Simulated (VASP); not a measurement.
Input of a VASP 6.6.1 run:

The input POSCAR:

```
WC
1.0
    0.0000000000      2.2072055093      2.2072055093
    2.2072055093      0.0000000000      2.2072055093
    2.2072055093      2.2072055093      0.0000000000
W C
1 1
Direct
    0.0000000000      0.0000000000      0.0000000000
    0.5000000000      0.5000000000      0.5000000000
```

The input INCAR.step1:

```
SYSTEM = WC
ALGO = Normal
EDIFF = 1E-5
ENCUT = 520
GGA = PE
ISIF = 2
ISMEAR = -1
LASPH = .TRUE.
LCHARG = .FALSE.
LREAL = .FALSE.
LWAVE = .TRUE.
NBANDS = 16
NELM = 80
PREC = Accurate
SIGMA = 0.05
```

File INCAR.step2:

```
SYSTEM = WC
ALGO = Normal
EDIFF = 1E-7
ENCUT = 520
GGA = PE
HFSCREEN = 0.2079
ISIF = 2
ISMEAR = -1
ISTART = 1
LASPH = .TRUE.
LCHARG = .FALSE.
LHFCALC = .TRUE.
LREAL = .FALSE.
LWAVE = .FALSE.
NBANDS = 16
NELM = 80
PREC = Accurate
PRECFOCK = Normal
SIGMA = 0.05
```

The input KPOINTS:

```
k-points
0
G
  6 6 6
  0 0 0
```

Potentials or basis: VASP PAW PBE potentials, release 64 (W_sv, C).

The run is started by

```bash
$ cat potpaw_PBE.64/W_sv/POTCAR potpaw_PBE.64/C/POTCAR > POTCAR
$ cp INCAR.step1 INCAR
$ mpirun -np 1 vasp_std > vasp.out
$ cp INCAR.step2 INCAR
$ mpirun -np 1 vasp_std > vasp.out
```

Question: What does it give for the pressure?

Answer: -16.6 GPa.

Question: Predict the band gap on the k mesh.

Answer: Zero (bands 9 and 10 overlap by 3.25 eV).

Caveat: the k points lie up to 0.41 Å⁻¹ apart, too coarse for converged energies and pressures of a metal; the PAW data sets were made with another functional, which shifts forces and pressure a little; spin-orbit coupling is left out, which moves the levels of the heavy elements.
